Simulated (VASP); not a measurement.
# W12Cl in VASP: single point with PBE

Aim: the single point of W12Cl with PBE.

Program: VASP 6.6.1. These are calculated values, not measurements. Logs are shortened: lines on timing, memory, paths and dates and some standing lists are left out, and cuts for length are marked.

## 1. The cell of the first run

The cell holds a slab with vacuum, 13 atoms: a = 5.514 Å, b = 5.514 Å, c = 19.856 Å, α = 90.00°, β = 90.00°, γ = 109.47°.

## 2. Single point, PBE

The input, INCAR:

```
PREC     = Accurate       # precision mode
ENCUT    = 520            # plane-wave cutoff, eV
EDIFF    = 1E-7           # SCF threshold, eV
ISMEAR   = 0              # smearing method
SIGMA    = 0.1            # smearing width, eV
LREAL    = F              # projectors in reciprocal space
LASPH    = T              # aspherical terms in the spheres
NELM     = 80             # most SCF steps
ALGO     = Normal         # electronic algorithm
ISIF     = 2              # what is computed and relaxed
LWAVE    = F              # write WAVECAR
LCHARG   = F              # write CHGCAR
LDIPOL   = T            
IDIPOL   = 3            
DIPOL    = 0.5 0.5 0.329
GGA      = PE             # functional
NBANDS   = 100            # bands
```

The input, KPOINTS:

```
Automatic mesh
0
Gamma
  5 5 1
```

The input, POSCAR:

```
W12Cl
1.0
    5.5143287209      0.0000000000      0.0000000000
   -1.8381095736      5.1989589763      0.0000000000
    0.0000000000      0.0000000000     19.8562160851
W Cl
12 1
Direct
    0.2500000000      0.2500000000      0.2014482509
    0.2500000000      0.7500000000      0.2014482509
    0.7500000000      0.2500000000      0.2014482509
    0.7500000000      0.7500000000      0.2014482509
    0.0000000000      0.0000000000      0.3111437105
    0.0000000000      0.5000000000      0.3111437105
    0.5000000000      0.0000000000      0.3111437105
    0.5000000000      0.5000000000      0.3111437105
    0.2500000000      0.2500000000      0.4208362786
    0.2500000000      0.7500000000      0.4208362786
    0.7500000000      0.2500000000      0.4208362786
    0.7500000000      0.7500000000      0.4208362786
    0.2500000000      0.2500000000      0.5405910812
```

Potentials or basis: VASP PAW PBE potentials, release 64 (W_sv, Cl).

Run with:

```console
$ cat potpaw_PBE.64/W_sv/POTCAR potpaw_PBE.64/Cl/POTCAR > POTCAR
$ mpirun -np 1 vasp_std > vasp.out
```

OUTCAR:

```text
PREC = Accurate
   ENCUT = 520
   EDIFF = 1E-7
   ISMEAR = 0
   LREAL = F
   LASPH = T
   NELM = 80
   ISIF = 2
   GGA = PE

 ion  position               nearest neighbor table
   1  0.250  0.250  0.201-   5 2.70   8 2.70   2 2.76   2 2.76   3 2.76   3 2.76   7 3.13   6 3.13
                             4 3.18   4 3.18
   2  0.250  0.750  0.201-   6 2.70   7 2.70   1 2.76   1 2.76   4 2.76   4 2.76   5 3.13   8 3.13
                             3 3.18   3 3.18
   3  0.750  0.250  0.201-   6 2.70   7 2.70   4 2.76   4 2.76   1 2.76   1 2.76   5 3.13   8 3.13
                             2 3.18   2 3.18
   4  0.750  0.750  0.201-   5 2.70   8 2.70   3 2.76   3 2.76   2 2.76   2 2.76   7 3.13   6 3.13
                             1 3.18   1 3.18
   5  0.000  0.000  0.311-   9 2.70  12 2.70   1 2.70   4 2.70   6 2.76   6 2.76   7 2.76   7 2.76
                            11 3.13  10 3.13   3 3.13   2 3.13   8 3.18   8 3.18
   6  0.000  0.500  0.311-  10 2.70  11 2.70   2 2.70   3 2.70   5 2.76   5 2.76   8 2.76   8 2.76
                             9 3.13  12 3.13   1 3.13   4 3.13   7 3.18   7 3.18
   7  0.500  0.000  0.311-  10 2.70  11 2.70   2 2.70   3 2.70   8 2.76   8 2.76   5 2.76   5 2.76
                             9 3.13  12 3.13   1 3.13   4 3.13   6 3.18   6 3.18
   8  0.500  0.500  0.311-   9 2.70  12 2.70   1 2.70   4 2.70   7 2.76   7 2.76   6 2.76   6 2.76
                            11 3.13  10 3.13   3 3.13   2 3.13   5 3.18   5 3.18
   9  0.250  0.250  0.421-  13 2.38   8 2.70   5 2.70  10 2.76  10 2.76  11 2.76  11 2.76   6 3.13
                             7 3.13  12 3.18  12 3.18
  10  0.250  0.750  0.421-   6 2.70   7 2.70   9 2.76   9 2.76  12 2.76  12 2.76   5 3.13   8 3.13
                            11 3.18  11 3.18
  11  0.750  0.250  0.421-   6 2.70   7 2.70  12 2.76  12 2.76   9 2.76   9 2.76   5 3.13   8 3.13
                            10 3.18  10 3.18
  12  0.750  0.750  0.421-   5 2.70   8 2.70  11 2.76  11 2.76  10 2.76  10 2.76   7 3.13   6 3.13
                             9 3.18   9 3.18
  13  0.250  0.250  0.541-   9 2.38

  LATTYP: Found a base centered orthorhombic cell.
 ALAT       =     6.3673983428
 B/A-ratio  =     1.4142135624
 C/A-ratio  =     3.1184190176

  Lattice vectors:

 A1 = (   5.5143287209,   0.0000000000,   0.0000000000)
 A2 = (  -1.8381095736,   5.1989589763,   0.0000000000)
 A3 = (   0.0000000000,   0.0000000000,  19.8562160851)

Analysis of symmetry for initial positions (statically):
=====================================================================
 Subroutine PRICEL returns:
 Original cell was already a primitive cell.

 Routine SETGRP: Setting up the symmetry group for a
 base centered orthorhombic supercell.

 Subroutine GETGRP returns: Found  4 space group operations
 (whereof  2 operations were pure point group operations)
[... 150 lines left out ...]
   LHFCALC =     F    Hartree Fock is set to
   AEXX    =    0.0000 exact exchange contribution
   IVDW    =     0    specifies the selected vdW correction
   LEPSILON=     F    determine dielectric tensor
   LRPA    =     F    only Hartree local field effects (RPA)
 non-spin polarized calculation
 Gauss-broadening in eV      SIGMA  =   0.10
  energy-cutoff  :      520.00
  volume of cell :      569.25
 maximum number of plane-waves:     15340
 NGX is ok and might be reduce to    42
   NGX = 21   NGY = 21   NGZ = 73

 dipolmoment           0.000000      0.000000     -0.491209 electrons x Angstroem

 number of electron     175.0000028 magnetization

 dipolmoment           0.000000      0.000000      0.081057 electrons x Angstroem

 Free energy of the ion-electron system (eV)
  ---------------------------------------------------
  ext. energy  EPLUGINS =         0.00000000
  ---------------------------------------------------
  free energy    TOTEN  =      -147.08020799 eV

  energy without entropy =     -147.01034359  energy(sigma->0) =     -147.04527579

 E-fermi :   0.8134     XC(G=0):  -5.9533

 val. band max:        0.8126126099   @ k =   0.4000   0.0000   0.0000
 cond. band min:       0.8265376032   @ k =  -0.4000   0.4000   0.0000
 fundamental gap:      0.0139249932
 Fermi energy:         0.8134284467

 k-point     1 :       0.0000    0.0000    0.0000
  band No.  band energies     occupation
      1     -73.3261      2.00000
      2     -73.2569      2.00000
      3     -73.2293      2.00000
      4     -73.2078      2.00000
      5     -73.1740      2.00000
      6     -73.1236      2.00000
[... 907 lines left out ...]
     98       2.0332      0.00000
     99       2.1814      0.00000
 [bands above 99 left out]

------------------------ aborting loop because EDIFF is reached ----------------------------------------

 vacuum level on the upper side and lower side of the slab       (xc-potential included)         0.162        -0.339

  FORCE on cell =-STRESS in cart. coord.  units (eV):
  Direction    XX          YY          ZZ          XY          YZ          ZX
  --------------------------------------------------------------------------------------
  -------------------------------------------------------------------------------------
  Total      -10.5366913    -12.9019297      1.3967437     -3.3449522     -0.0000000      0.0000000
  in kB      -29.6557770    -36.3127986      3.9311695     -9.4144503     -0.0000000      0.0000000
  external PRESSURE =     -20.6791354 kB  Pullay stress =       0.0000000 kB

 VOLUME and BASIS-vectors are now :
 -----------------------------------------------------------------------------
  energy-cutoff  :      520.00
  volume of cell :      569.25
      direct lattice vectors                 reciprocal lattice vectors
     5.514328721  0.000000000  0.000000000     0.181345736  0.064115400  0.000000000
    -1.838109574  5.198958976  0.000000000     0.000000000  0.192346199  0.000000000
     0.000000000  0.000000000 19.856216085     0.000000000  0.000000000  0.050362063

 POSITION                                       TOTAL-FORCE (eV/Angst)
 -----------------------------------------------------------------------------------
      0.91905      1.29974      4.00000         0.000000     -0.000000      0.063280
      0.00000      3.89922      4.00000        -0.000000     -0.000000     -0.116699
      3.67622      1.29974      4.00000        -0.000000     -0.000000     -0.116699
      2.75716      3.89922      4.00000        -0.000000     -0.000000      0.039824
      0.00000      0.00000      6.17814        -0.182354     -0.257888     -0.312244
     -0.91905      2.59948      6.17814         0.063378     -0.044815      0.077060
      2.75716      0.00000      6.17814        -0.063378      0.044815      0.077060
      1.83811      2.59948      6.17814         0.182354      0.257888     -0.312244
      0.91905      1.29974      8.35622        -0.000000     -0.000000      1.703349
      0.00000      3.89922      8.35622         0.000000     -0.000000     -0.284265
      3.67622      1.29974      8.35622        -0.000000     -0.000000     -0.284265
      2.75716      3.89922      8.35622         0.000000     -0.000000     -0.519337
      0.91905      1.29974     10.73409         0.000000     -0.000000     -0.014819
 -----------------------------------------------------------------------------------
    total drift:                               -0.000000     -0.000000      0.001037

  FREE ENERGIE OF THE ION-ELECTRON SYSTEM (eV)
  ---------------------------------------------------
  free  energy   TOTEN  =      -147.0802079950 eV

  energy  without entropy=     -147.0103435900  energy(sigma->0) =     -147.04527579

 vacuum level on the upper side and lower side of the slab         6.120         5.603
```

It took 25 min on 1 thread of Intel Xeon Platinum 8375C at 2.90GHz (Ice Lake), shared host; peak memory 0.76 GiB.

What came out:

```
Free energy            : -147.0802 eV
Largest force          : 1.703 eV/Å
Band gap on the k mesh : zero (an odd number of electrons rules out a gap without spin polarisation)
```

Forces in eV/Å, atoms in the order of the input:
```
W    0.000  0.000  0.063
W    0.000  0.000 -0.117
W    0.000  0.000 -0.117
W    0.000  0.000  0.040
W   -0.182 -0.258 -0.312
W    0.063 -0.045  0.077
W   -0.063  0.045  0.077
W    0.182  0.258 -0.312
W    0.000  0.000  1.703
W    0.000  0.000 -0.284
W    0.000  0.000 -0.284
W    0.000  0.000 -0.519
Cl   0.000  0.000 -0.015
```

Caveat: spin-orbit coupling is left out, which moves the levels of the heavy elements; an odd number of electrons without spin polarisation forces a metal; a magnetic or distorted state may lie lower.
